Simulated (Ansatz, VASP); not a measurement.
One calculation of Pt12CO, two programs

The input INCAR:

```
SYSTEM = Pt12CO
PREC = Accurate ; ENCUT = 520
EDIFF = 1E-6 ; ISMEAR = 0
SIGMA = 0.1 ; LREAL = .FALSE.
LASPH = .TRUE. ; NELM = 100
ALGO = Normal ; ISIF = 2
LWAVE = .FALSE. ; LCHARG = .FALSE.
LDIPOL = .TRUE. ; IDIPOL = 3
DIPOL = 0.5 0.5 0.297 ; GGA = PE
IVDW = 12 ; NBANDS = 78
```

File KPOINTS:

```
regular mesh
0
G
  5 5 1
  0 0 0
```

POSCAR

```
Pt12CO
1.0
    5.5557316975      0.0000000000      0.0000000000
    0.0000000000      5.5557316975      0.0000000000
    0.0000000000      0.0000000000     22.6352243362
Pt O C
12 1 1
Direct
    0.2500000000      0.2500000000      0.1767157215
    0.2500000000      0.7500000000      0.1767157215
    0.7500000000      0.2500000000      0.1767157215
    0.7500000000      0.7500000000      0.1767157215
    0.0000000000      0.0000000000      0.2625492162
    0.0000000000      0.5000000000      0.2625492162
    0.5000000000      0.0000000000      0.2625492162
    0.5000000000      0.5000000000      0.2625492162
    0.2500000000      0.2500000000      0.3483607769
    0.2500000000      0.7500000000      0.3483607769
    0.7500000000      0.2500000000      0.3483607769
    0.7500000000      0.7500000000      0.3483607769
    0.2500000000      0.5000000000      0.4808975681
    0.2500000000      0.5000000000      0.5317033380
```

Input for Ansatz:

```yaml
crystal:
  lattice:
    - [5.5557316975, 0.0, 0.0]
    - [0.0, 5.5557316975, 0.0]
    - [0.0, 0.0, 22.6352243362]
  atoms:
    - { symbol: Pt, position: [0.25, 0.25, 0.1767157215] }
    - { symbol: Pt, position: [0.25, 0.75, 0.1767157215] }
    - { symbol: Pt, position: [0.75, 0.25, 0.1767157215] }
    - { symbol: Pt, position: [0.75, 0.75, 0.1767157215] }
    - { symbol: Pt, position: [0.0, 0.0, 0.2625492162] }
    - { symbol: Pt, position: [0.0, 0.5, 0.2625492162] }
    - { symbol: Pt, position: [0.5, 0.0, 0.2625492162] }
    - { symbol: Pt, position: [0.5, 0.5, 0.2625492162] }
    - { symbol: Pt, position: [0.25, 0.25, 0.3483607769] }
    - { symbol: Pt, position: [0.25, 0.75, 0.3483607769] }
    - { symbol: Pt, position: [0.75, 0.25, 0.3483607769] }
    - { symbol: Pt, position: [0.75, 0.75, 0.3483607769] }
    - { symbol: O, position: [0.25, 0.5, 0.4808975681] }
    - { symbol: C, position: [0.25, 0.5, 0.531703338] }
basis:
  ecutwfc: 420
kpoints:
  mp_grid: { grid: [5, 5, 1] }
hamiltonian:
  xc: pbe
  dispersion: d3bj
scf:
  occupations: { method: gaussian, width: 0.1 }
output:
  forces: true
  eigenvalues: true
efield:
  axis: 3
  dipole_correction: true
  ramp_width: 0.04
```

Alike in both runs: task single point; functional PBE; dispersion D3(BJ); k mesh 5 × 5 × 1; occupations gaussian, width 0.1 eV; no spin polarisation.

|  | VASP | Ansatz |
| --- | --- | --- |
| version | VASP 6.6.1 | Ansatz 0.2.0 |
| potentials or method | VASP PAW PBE potentials, release 64 (Pt, O, C), cutoff 520 eV | scalar-relativistic, plane waves, PAW |
| valence electrons in the cell | 130 | 226 |

Ansatz gave:

* gap on the k mesh at the Fermi level (eV): none
* rms of the force components (eV/Å): 0.344

Task: What did VASP give for the same quantities?

Result: gap on the k mesh at the Fermi level (eV): none; rms of the force components (eV/Å): 0.161.

Atom by atom the forces differ by 0.185 eV/Å (rms over components). A gap of «none» marks a metal or a gap that the smearing closes. One of these differences is far larger than is usual between the two programs; its cause wasn't traced. VASP's potentials hold 130 valence electrons a cell and Ansatz's 226, so a difference there can come from the potentials and not from the codes.

Neither program's run includes spin-orbit coupling. Noted on VASP's run: the standard files for N, O and F lose accuracy on very short bonds.
